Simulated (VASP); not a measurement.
Wanted: the native input for a VASP 6.6.1 run.

```yaml
Task: relaxation of the atoms
Functional: PBE
Potentials_or_basis: VASP PAW PBE potentials, release 64 (Ru_pv, C)
Cutoff: 520 eV
k_mesh: 12 × 12 × 1
Occupations: gaussian, width 0.1 eV
Spin: no spin polarisation
Dipole_correction: yes
Atoms_held_fixed_from_0: "[0, 1, 2, 3, 4]"
Further_INCAR_settings: ALGO = Normal; EDIFF = 1e-06; IBRION = 2; EDIFFG = -0.025; NSW = 36
Atoms_held_along_some_axes_from_0: atom 5 along a and b
```

The structure of Ru5C lies in POSCAR:

```
Ru5C
1.0
    2.7197977465      0.0000000000      0.0000000000
   -1.3598988732      2.3554139416      0.0000000000
    0.0000000000      0.0000000000     24.0359895925
Ru C
5 1
Selective dynamics
Direct
    0.6666666667      0.3333333333      0.1664171132  F F F
    0.3333333333      0.6666666667      0.2557968275  F F F
    0.6666666667      0.3333333333      0.3452060919  F F F
    0.3333333333      0.6666666667      0.4352311869  F F F
    0.6666666667      0.3333333333      0.5215507997  F F F
    1.0000000000      1.0000000000      0.5664834202  F F T
```

These files were run (other wordings do the same):

INCAR

```
  PREC = Accurate
  ENCUT = 520
  EDIFF = 1E-6
  ISMEAR = 0
  SIGMA = 0.1
  LREAL = False
  LASPH = True
  NELM = 80
  ALGO = Normal
  ISIF = 2
  LWAVE = False
  LCHARG = False
  LDIPOL = True
  IDIPOL = 3
  DIPOL = 0.5 0.5 0.382
  GGA = PE
  IBRION = 2
  NSW = 36
  EDIFFG = -0.025
```

KPOINTS

```
Automatic mesh
0
Gamma
  12 12 1
```

Potentials or basis: VASP PAW PBE potentials, release 64 (Ru_pv, C).

Launch:

```console
$ cat potpaw_PBE.64/Ru_pv/POTCAR potpaw_PBE.64/C/POTCAR > POTCAR
$ mpirun -np 1 vasp_std > vasp.out
```

Results of the run:

- Energy gained by relaxing: 6.1 meV/atom
- Ionic steps: 3
- Band gap on the k mesh: zero (bands 37 and 38 overlap by 2.20 eV)

It took 4.3 min on 1 thread of Intel(R) Xeon(R) 6975P-C (Granite Rapids) (shared host), peak memory 0.32 GiB.
